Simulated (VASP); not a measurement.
Here is a VASP 6.6.1 calculation.

Contents of INCAR:

```
SYSTEM = Cr2O3
PREC = Accurate
ENCUT = 520
EDIFF = 1E-6
ISMEAR = 0
SIGMA = 0.02
LREAL = .False.
LASPH = .True.
NELM = 150
ALGO = Normal
ISIF = 2
LWAVE = .False.
LCHARG = .False.
ISPIN = 2
MAGMOM = 3 3 -3 -3 0 0 0 0 0 0
LORBIT = 11
LMAXMIX = 4
GGA = PE
NBANDS = 57
```

Contents of KPOINTS:

```
Automatic mesh
0
Gamma
  4 4 4
  0 0 0
```

The input POSCAR:

```
Cr2O3
1.0
    2.4789991400      1.4312508200      4.5300000000
   -2.4789991400      1.4312508200      4.5300000000
    0.0000000000     -2.8625016500      4.5300000000
Cr O
4 6
Direct
    0.3518000000      0.3518000000      0.3518000000
    0.1482000000      0.1482000000      0.1482000000
    0.6482000000      0.6482000000      0.6482000000
    0.8518000000      0.8518000000      0.8518000000
    0.5694000000      0.9306000000      0.2500000000
    0.2500000000      0.5694000000      0.9306000000
    0.9306000000      0.2500000000      0.5694000000
    0.4306000000      0.0694000000      0.7500000000
    0.7500000000      0.4306000000      0.0694000000
    0.0694000000      0.7500000000      0.4306000000
```

Potentials or basis: VASP PAW PBE potentials, release 64 (Cr_pv, O).

The run is started by

```console
$ cat potpaw_PBE.64/Cr_pv/POTCAR potpaw_PBE.64/O/POTCAR > POTCAR
$ mpirun -np 1 vasp_std > vasp.out
```

Task: Estimate the net moment.

Result: 0.00 μB per cell.

Task: Estimate the largest force.

Result: 1.237 eV/Å.

Task: Predict the site moments.

Result: Cr +2.63, -2.63 (each value once); O -0.01, +0.01 (each value once) μB.

Task: What does it give for the band gap on the k mesh?

Result: 0.79 eV (least direct gap 0.92 eV).

Stress tensor (GPa, compression positive):
```
2.66 0.00 0.00
0.00 2.66 0.00
0.00 0.00 5.99
```

Caveat: the cell stands under pressure; forces of over 1 eV/Å act on the atoms, so gaps and moduli don't describe the material at rest. PBE gaps usually lie below the measured ones, often by a third to a half.
